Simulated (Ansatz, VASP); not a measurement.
Os in VASP and in Ansatz

```
CELL_PARAMETERS angstrom
-1.54487 1.54487 1.54487
1.54487 -1.54487 1.54487
1.54487 1.54487 -1.54487
ATOMIC_POSITIONS crystal
Os 0.00000 0.00000 0.00000
```

Alike in both runs: functional PBE; k mesh 8 × 8 × 8; occupations gaussian, width 0.1 eV; no spin polarisation.

Ansatz relaxed the structure, and its values are those at the end. VASP's run is a single point on that final structure, the one shown.

```csv
,VASP,Ansatz
version,VASP 6.6.1,Ansatz 0.2.0
potentials or method,"VASP PAW PBE potentials, release 64 (Os), cutoff 520 eV","scalar-relativistic, plane waves, PAW"
valence electrons in the cell,8,16
```

```tsv
	VASP	Ansatz	Ansatz less VASP
gap on the k mesh at the Fermi level (eV)	none	none	-
pressure (GPa)	0.4	0.4	-0.07
```

A gap of «none» marks a metal or a gap that the smearing closes. VASP's potentials hold 8 valence electrons a cell and Ansatz's 16, so a difference there can come from the potentials and not from the codes.

Spin-orbit coupling is off throughout.
